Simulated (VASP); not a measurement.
# SiS2 (Ibam) in VASP: a series of runs

The runs below take SiS2 through single point, with r2SCAN, HSE06.

Everything below comes from runs of VASP 6.6.1. Logs are shortened: lines on timing, memory, paths and dates and some standing lists are left out, and cuts for length are marked.

**1. The cell of the first run**

The structure is orthorhombic, space group Ibam (No. 72). The conventional cell has a = 5.811 Å, b = 10.206 Å, c = 5.850 Å, α = 90.00°, β = 90.00°, γ = 90.00°. Si (site symmetry 222) has 4 S at 2.16 Å and 2 Si at 2.92 Å within 3.0 Å. Within 2.9 Å of S (site symmetry m) lie 2 Si at 2.16 Å.

**2. Single point, r2SCAN (strain +5.9%)**

Contents of POSCAR:

```
SiS2
1.0
   -2.9055252095      5.1028154578      2.9248646587
    2.9055252095     -5.1028154578      2.9248646587
    2.9055252095      5.1028154578     -2.9248646587
Si S
2 4
Direct
    0.7500000000      0.7500000000      0.0000000000
    0.2500000000      0.2500000000      0.0000000000
    0.1097599752      0.1946947022      0.3044546775
    0.8902400248      0.8053052978      0.6955453225
    0.6097599752      0.3053052978      0.9150652730
    0.3902400248      0.6946947022      0.0849347270
```

Contents of INCAR.step1:

```
PREC = Accurate
ENCUT = 550
ISMEAR = 0
SIGMA = 0.01
LREAL = False
LASPH = True
NELM = 120
NBANDS = 25
GGA = PE
ALGO = Normal
EDIFF = 1E-5
LWAVE = True
LCHARG = False
GGA_COMPAT = False
```

Contents of INCAR.step2:

```
PREC = Accurate
ENCUT = 550
EDIFF = 1E-6
ISMEAR = 0
SIGMA = 0.01
LREAL = False
LASPH = True
NELM = 120
ALGO = Normal
ISIF = 2
LWAVE = False
LCHARG = False
METAGGA = R2SCAN
LMIXTAU = True
NBANDS = 25
ISTART = 1
GGA_COMPAT = False
```

Contents of KPOINTS:

```
Automatic mesh
0
Gamma
  6 6 6
```

Potentials or basis: VASP PAW PBE potentials, release 64 (Si, S).

Launch:

```
$ cat potpaw_PBE.64/Si/POTCAR potpaw_PBE.64/S/POTCAR > POTCAR
$ cp INCAR.step1 INCAR
$ mpirun -np 1 vasp_std > vasp.out
$ cp INCAR.step2 INCAR
$ mpirun -np 1 vasp_std > vasp.out
```

OUTCAR:

```text
PREC = Accurate
   ENCUT = 550
   EDIFF = 1E-6
   ISMEAR = 0
   LREAL = False
   LASPH = True
   NELM = 120
   ISIF = 2
   METAGGA = R2SCAN
   ISTART = 1

 ion  position               nearest neighbor table
   1  0.750  0.750  0.000-   6 2.16   5 2.16   3 2.16   4 2.16   2 2.92   2 2.92
   2  0.250  0.250  0.000-   5 2.16   6 2.16   4 2.16   3 2.16   1 2.92   1 2.92
   3  0.110  0.195  0.304-   1 2.16   2 2.16
   4  0.890  0.805  0.696-   2 2.16   1 2.16
   5  0.610  0.305  0.915-   2 2.16   1 2.16
   6  0.390  0.695  0.085-   1 2.16   2 2.16

  LATTYP: Found a body centered orthorhombic cell.
 ALAT       =     5.8110504190
 B/A-ratio  =     1.0066560941
 C/A-ratio  =     1.7562454599

  Lattice vectors:

 A1 = (  -2.9055252095,   5.1028154578,  -2.9248646587)
 A2 = (   2.9055252095,   5.1028154578,   2.9248646587)
 A3 = (   2.9055252095,  -5.1028154578,  -2.9248646587)

Analysis of symmetry for initial positions (statically):
=====================================================================
 Subroutine PRICEL returns:
 Original cell was already a primitive cell.

 Routine SETGRP: Setting up the symmetry group for a
 body centered orthorhombic supercell.

 Subroutine GETGRP returns: Found  8 space group operations
 (whereof  4 operations were pure point group operations)
 out of a pool of  8 trial point group operations.

The static configuration has the point symmetry C_2h.
 The point group associated with its full space group is D_2h.

Analysis of symmetry for dynamics (positions and initial velocities):
=====================================================================
 Subroutine PRICEL returns:
 Original cell was already a primitive cell.

 Routine SETGRP: Setting up the symmetry group for a
 body centered orthorhombic supercell.

 Subroutine GETGRP returns: Found  8 space group operations
 (whereof  4 operations were pure point group operations)
 out of a pool of  8 trial point group operations.

The dynamic configuration has the point symmetry C_2h.
 The point group associated with its full space group is D_2h.

 Subroutine INISYM returns: Found  8 space group operations
 (whereof  4 operations are pure point group operations),
 and found     1 'primitive' translations

----------------------------------------------------------------------------------------

                                     Primitive cell

  volume of cell :     173.4604

  direct lattice vectors                    reciprocal lattice vectors
    -2.905525209  5.102815458  2.924864659     0.000000000  0.097985123  0.170948081
     2.905525209 -5.102815458  2.924864659     0.172085927  0.000000000  0.170948081
     2.905525209  5.102815458 -2.924864659     0.172085927  0.097985123  0.000000000

  length of vectors
     6.560155151  6.560155151  6.560155151     0.197038906  0.242563008  0.198026894

  position of ions in fractional coordinates (direct lattice)
     0.750000000  0.750000000  0.000000000
     0.250000000  0.250000000  0.000000000
     0.109759975  0.194694702  0.304454677
     0.890240025  0.805305298  0.695545323
     0.609759975  0.305305298  0.915065273
     0.390240025  0.694694702  0.084934727

  ion indices of the primitive-cell ions
   primitive index   ion index
                 1           1
                 2           2
                 3           3
                 4           4
                 5           5
                 6           6

----------------------------------------------------------------------------------------

 KPOINTS: Automatic mesh

Automatic generation of k-mesh.
 Grid dimensions read from file:
 generate k-points for:    6    6    6

 Generating k-lattice:

  Cartesian coordinates                     Fractional coordinates (reciprocal lattice)
     0.000000000  0.016330854  0.028491347     0.166666667  0.000000000  0.000000000
     0.028680988  0.000000000  0.028491347    -0.000000000  0.166666667  0.000000000
     0.028680988  0.016330854  0.000000000    -0.000000000  0.000000000  0.166666667

  Length of vectors
     0.032839818  0.040427168  0.033004482

  Shift w.r.t. Gamma in fractional coordinates (k-lattice)
     0.000000000  0.000000000  0.000000000

 Subroutine IBZKPT returns following result:
 ===========================================

 Found     46 irreducible k-points:

 Following reciprocal coordinates:
            Coordinates               Weight
  0.000000  0.000000  0.000000      1.000000
  0.166667 -0.000000  0.000000      4.000000
  0.333333 -0.000000  0.000000      4.000000
  0.500000 -0.000000  0.000000      2.000000
 -0.000000  0.166667  0.000000      4.000000
  0.166667  0.166667  0.000000      8.000000
[... 16 lines left out ...]
 -0.166667  0.166667  0.166667      2.000000
  0.166667  0.333333  0.166667      4.000000
 [... further k-points ...]
   k-points           NKPTS =     46   k-points in BZ     NKDIM =     46   number of bands    NBANDS=     25
   number of dos      NEDOS =    301   number of ions     NIONS =      6
   total plane-waves  NPLWV = 125000
   dimension x,y,z NGX =    50 NGY =   50 NGZ =   50
   dimension x,y,z NGXF=   100 NGYF=  100 NGZF=  100
   ions per type =               2   4
   NGX,Y,Z   is equivalent  to a cutoff of  12.67, 12.67, 12.67 a.u.
   NGXF,Y,Z  is equivalent  to a cutoff of  25.34, 25.34, 25.34 a.u.
 SYSTEM =  unknown system
   PREC   = accura    normal or accurate (medium, high low for compatibility)
   ISTART =      1    job   : 0-new  1-cont  2-samecut
   ICHARG =      0    charge: 1-file 2-atom 10-const
   ISPIN  =      1    spin polarized calculation?
   LNONCOLLINEAR =      F non collinear calculations
   LSORBIT =      F    spin-orbit coupling
   LASPH  =      T    aspherical Exc in radial PAW
   ENCUT  =  550.0 eV  40.42 Ry    6.36 a.u.  12.54 12.54 12.54*2*pi/ulx,y,z
   NELM   =    120;   NELMIN=  2; NELMDL=  0     # of ELM steps
   EDIFF  = 0.1E-05   stopping-criterion for ELM
   LREAL  =      F    real-space projection
[... 7 lines left out ...]
   TEBEG  =    0.0;   TEEND  =   0.0 temperature during run
   PSTRESS=    0.0 pullay stress
   NELECT =      32.0000    total number of electrons
   NUPDOWN=      -1.0000    fix difference up-down
   EMIN   =  10.00;   EMAX   =-10.00  energy-range for DOS
   EFERMI =   0.00;   METHOD = LEGACY
   ISMEAR =     0;   SIGMA  =   0.01  broadening in eV -4-tet -1-fermi 0-gaus
   EFERMI_NEDOS =   21; number of points for ismear=-14 and -15
   IALGO  =     38    algorithm
   IMIX   =      4    mixing-type and parameters
     AMIX     =   0.40;   BMIX     =  1.00
     AMIX_MAG =   1.60;   BMIX_MAG =  1.00
  volume/ion in A,a.u.               =      28.91       195.09
  Fermi-wavevector in a.u.,A,eV,Ry     =   0.931947  1.761125 11.817013  0.868526
  Thomas-Fermi vector in A             =   2.058494
   LORBIT       =      0    0 simple, 1 ext, 2 COOP (PROOUT), +10 PAW based schemes
   METAGGA = R2SCAN    functional components
   LHFCALC =     F    Hartree Fock is set to
   AEXX    =    0.0000 exact exchange contribution
   IVDW    =     0    specifies the selected vdW correction
   LEPSILON=     F    determine dielectric tensor
   LRPA    =     F    only Hartree local field effects (RPA)
 non-spin polarized calculation
 Gauss-broadening in eV      SIGMA  =   0.01
  energy-cutoff  :      550.00
  volume of cell :      173.46
 maximum number of plane-waves:      5103
   NGX = 25   NGY = 25   NGZ = 25

 number of electron      32.0000001 magnetization

 Free energy of the ion-electron system (eV)
  ---------------------------------------------------
  ext. energy  EPLUGINS =         0.00000000
  ---------------------------------------------------
  free energy    TOTEN  =       -53.98079918 eV

  energy without entropy =      -53.98079918  energy(sigma->0) =      -53.98079918

 E-fermi :   0.6496     XC(G=0):  -7.8944

 val. band max:        0.5826659148   @ k =  -0.3333   0.3333   0.1667
 cond. band min:       4.0303253342   @ k =  -0.3333  -0.3333   0.3333
 fundamental gap:      3.4476594194
 Fermi energy:         0.6496105782

 k-point     1 :       0.0000    0.0000    0.0000
  band No.  band energies     occupation
      1     -14.2691      2.00000
      2     -12.4051      2.00000
      3     -11.6630      2.00000
      4     -11.5975      2.00000
      5      -7.3137      2.00000
      6      -5.0345      2.00000
[... 17 lines left out ...]
     24       7.4934      0.00000
     25       7.8526      0.00000

 k-point     2 :       0.1667   -0.0000    0.0000
  band No.  band energies     occupation
      1     -14.1768      2.00000
      2     -12.5869      2.00000
      3     -11.6664      2.00000
      4     -11.6100      2.00000
      5      -7.0397      2.00000
      6      -5.0309      2.00000
[... 17 lines left out ...]
     24       7.5888      0.00000
     25       8.0394      0.00000

 k-point     3 :       0.3333   -0.0000    0.0000
  band No.  band energies     occupation
      1     -13.9096      2.00000
      2     -13.0162      2.00000
      3     -11.6702      2.00000
      4     -11.6378      2.00000
      5      -6.3601      2.00000
      6      -5.1366      2.00000
[... 17 lines left out ...]
     24       7.7371      0.00000
     25       8.6356      0.00000

 k-point     4 :       0.5000   -0.0000    0.0000
  band No.  band energies     occupation
      1     -13.5000      2.00000
      2     -13.5000      2.00000
      3     -11.6619      2.00000
      4     -11.6619      2.00000
      5      -5.5970      2.00000
      6      -5.5970      2.00000
[... 17 lines left out ...]
     24       7.6184      0.00000
     25       8.8548      0.00000

 k-point     5 :      -0.0000    0.1667    0.0000
  band No.  band energies     occupation
      1     -14.1694      2.00000
      2     -12.5835      2.00000
      3     -11.6827      2.00000
      4     -11.6120      2.00000
      5      -7.0360      2.00000
      6      -5.0141      2.00000
[... 17 lines left out ...]
     24       7.6754      0.00000
     25       7.9169      0.00000

 k-point     6 :       0.1667    0.1667    0.0000
  band No.  band energies     occupation
      1     -13.9116      2.00000
      2     -13.0045      2.00000
      3     -11.6891      2.00000
      4     -11.6262      2.00000
      5      -6.3695      2.00000
      6      -5.1431      2.00000
[... 17 lines left out ...]
     24       7.8713      0.00000
     25       8.5139      0.00000
[... 393 lines left out ...]
 k-point    21 :       0.1667    0.1667    0.1667
  band No.  band energies     occupation
      1     -13.8787      2.00000
      2     -13.0069      2.00000
      3     -11.7128      2.00000
      4     -11.6630      2.00000
      5      -6.3686      2.00000
      6      -5.1186      2.00000
[... 17 lines left out ...]
     24       7.8535      0.00000
     25       8.6060      0.00000

 k-point    22 :       0.3333    0.1667    0.1667
  band No.  band energies     occupation
      1     -13.4805      2.00000
      2     -13.4805      2.00000
      3     -11.6902      2.00000
      4     -11.6902      2.00000
      5      -5.6227      2.00000
      6      -5.6227      2.00000
[... 17 lines left out ...]
     24       7.6678      0.00000
     25       9.3022      0.00000

 k-point    23 :      -0.1667    0.1667    0.1667
  band No.  band energies     occupation
      1     -14.2265      2.00000
      2     -12.4038      2.00000
      3     -11.7172      2.00000
      4     -11.6445      2.00000
      5      -7.3105      2.00000
      6      -4.8737      2.00000
[... 17 lines left out ...]
     24       7.7336      0.00000
     25       8.1167      0.00000

 k-point    24 :       0.1667    0.3333    0.1667
  band No.  band energies     occupation
      1     -13.4738      2.00000
      2     -13.4738      2.00000
      3     -11.6998      2.00000
      4     -11.6998      2.00000
      5      -5.6320      2.00000
      6      -5.6320      2.00000
[... 17 lines left out ...]
     24       7.8095      0.00000
     25       9.0469      0.00000

 [... further k-points ...]

------------------------ aborting loop because EDIFF is reached ----------------------------------------

  FORCE on cell =-STRESS in cart. coord.  units (eV):
  Direction    XX          YY          ZZ          XY          YZ          ZX
  --------------------------------------------------------------------------------------
  -------------------------------------------------------------------------------------
  Total       -0.4170167     -0.5640980     -7.4595705      0.0000000      0.0000000      0.0000000
  in kB       -3.8518006     -5.2103257    -68.9007787      0.0000000      0.0000000      0.0000000
  external PRESSURE =     -25.9876350 kB  Pullay stress =       0.0000000 kB

 VOLUME and BASIS-vectors are now :
 -----------------------------------------------------------------------------
  energy-cutoff  :      550.00
  volume of cell :      173.46
      direct lattice vectors                 reciprocal lattice vectors
    -2.905525209  5.102815458  2.924864659     0.000000000  0.097985123  0.170948081
     2.905525209 -5.102815458  2.924864659     0.172085927  0.000000000  0.170948081
     2.905525209  5.102815458 -2.924864659     0.172085927  0.097985123  0.000000000

 POSITION                                       TOTAL-FORCE (eV/Angst)
 -----------------------------------------------------------------------------------
      0.00000      0.00000      4.38730         0.000000     -0.000000     -0.000000
      0.00000      0.00000      1.46243         0.000000     -0.000000     -0.000000
      1.13138      1.12017     -0.00000        -0.066756     -0.066440     -0.000000
      1.77414      3.98265      2.92486         0.066756      0.066440      0.000000
      1.77414      6.22299     -0.00000         0.066756     -0.066440     -0.000000
      1.13138     -1.12017      2.92486        -0.066756      0.066440     -0.000000
 -----------------------------------------------------------------------------------
    total drift:                                0.000000      0.000000     -0.000000

  FREE ENERGIE OF THE ION-ELECTRON SYSTEM (eV)
  ---------------------------------------------------
  free  energy   TOTEN  =       -53.9807991844 eV

  energy  without entropy=      -53.9807991844  energy(sigma->0) =      -53.98079918
```

Run time: 25 min. Hardware: 1 thread of Intel Xeon 8259CL, shared host; peak memory 0.47 GiB.

Results:

| Quantity | Value |
| --- | --- |
| Free energy | -53.9808 eV |
| Pressure | -2.6 GPa |
| Largest force | 0.094 eV/Å |
| Band gap on the k mesh | 3.45 eV (least direct gap 3.71 eV) |

Forces on the atoms (eV/Å):
```
Si   0.000  0.000  0.000
Si   0.000  0.000  0.000
S   -0.067 -0.066  0.000
S    0.067  0.066  0.000
S    0.067 -0.066  0.000
S   -0.067  0.066  0.000
```

Stress tensor (GPa, compression positive):
```
-0.39  0.00  0.00
 0.00 -0.52  0.00
 0.00  0.00 -6.89
```

Caveat: the cell differs from its parent crystal (strain +5.9%); the stress differs along the axes, from -7 to -0 GPa; the PAW data sets were made with another functional, which shifts forces and pressure a little. A k mesh can miss the band edges.

**3. Single point, HSE06 (biaxial xy strain +4.0%)**

Contents of POSCAR:

```
SiS2
1.0
   -2.8539494622      5.0122357858      2.7616510799
    2.8539494622     -5.0122357858      2.7616510799
    2.8539494622      5.0122357858     -2.7616510799
Si S
2 4
Direct
    0.7500000000      0.7500000000      0.0000000000
    0.2500000000      0.2500000000      0.0000000000
    0.1140721468      0.2029217956      0.3169939424
    0.8859278532      0.7970782044      0.6830060576
    0.6140721468      0.2970782044      0.9111503513
    0.3859278532      0.7029217956      0.0888496487
```

Contents of INCAR.step1:

```
ALGO     = Normal         # electronic algorithm
EDIFF    = 1E-5           # SCF threshold, eV
ENCUT    = 400            # plane-wave cutoff, eV
GGA      = PE             # functional
GGA_COMPAT= False        
ISIF     = 2              # what is computed and relaxed
ISMEAR   = 0              # smearing method
KPAR     = 4            
LASPH    = True           # aspherical terms in the spheres
LCHARG   = False          # write CHGCAR
LREAL    = False          # projectors in reciprocal space
LWAVE    = True           # write WAVECAR
NBANDS   = 25             # bands
NELM     = 120            # most SCF steps
PREC     = Accurate       # precision mode
SIGMA    = 0.01           # smearing width, eV
```

Contents of INCAR.step2:

```
ALGO     = Normal         # electronic algorithm
EDIFF    = 1E-6           # SCF threshold, eV
ENCUT    = 400            # plane-wave cutoff, eV
GGA      = PE             # functional
GGA_COMPAT= False        
HFSCREEN = 0.2079         # screening, 1/A
ISIF     = 2              # what is computed and relaxed
ISMEAR   = 0              # smearing method
ISTART   = 1            
KPAR     = 4            
LASPH    = True           # aspherical terms in the spheres
LCHARG   = False          # write CHGCAR
LHFCALC  = True           # exact exchange
LREAL    = False          # projectors in reciprocal space
LWAVE    = False          # write WAVECAR
NBANDS   = 25             # bands
NELM     = 120            # most SCF steps
PREC     = Accurate       # precision mode
PRECFOCK = Normal       
SIGMA    = 0.01           # smearing width, eV
```

Contents of KPOINTS:

```
k-points
0
Gamma
  4 4 4
```

Potentials or basis: VASP PAW PBE potentials, release 64 (Si, S).

Launch:

```
$ cat potpaw_PBE.64/Si/POTCAR potpaw_PBE.64/S/POTCAR > POTCAR
$ cp INCAR.step1 INCAR
$ mpirun -np 4 vasp_std > vasp.out
$ cp INCAR.step2 INCAR
$ mpirun -np 4 vasp_std > vasp.out
```

It took 22 min on 4 MPI ranks of Intel Xeon Platinum 8375C at 2.90GHz (Ice Lake), shared host; peak memory 0.41 GiB.

It converged, with:

* Free energy: -37.9292 eV
* Pressure: -0.3 GPa
* Largest force: 0.297 eV/Å
* Band gap on the k mesh: 4.07 eV (least direct gap 4.36 eV)

Forces on the atoms (eV/Å):
```
Si   0.000  0.000  0.000
Si   0.000  0.000  0.000
S   -0.212 -0.209  0.000
S    0.212  0.209  0.000
S    0.212 -0.209  0.000
S   -0.212  0.209  0.000
```

Stress tensor (GPa, compression positive):
```
-0.43  0.00  0.00
 0.00 -0.36  0.00
 0.00  0.00 -0.01
```

Levels at points of the mesh, in eV from the valence-band top:
```csv
k point,band 14,band 15,band 16,band 17,band 18,band 19
"(0.00, 0.00, 0.00)",-0.91,-0.84,-0.41,4.77,5.20,5.27
"(0.50, 0.00, 0.00)",-1.26,-0.71,-0.71,4.60,4.60,6.24
"(0.00, 0.50, 0.00)",-0.93,-0.73,-0.73,4.55,4.55,5.93
"(0.50, 0.50, 0.00)",-1.47,-1.11,-0.02,5.26,5.79,6.08
"(0.50, 0.50, 0.50)",-1.85,-1.40,-0.22,4.14,5.15,5.45
```

Caveat: the cell differs from its parent crystal (biaxial xy strain +4.0%); the PAW data sets were made with another functional, which shifts forces and pressure a little. A k mesh can miss the band edges.
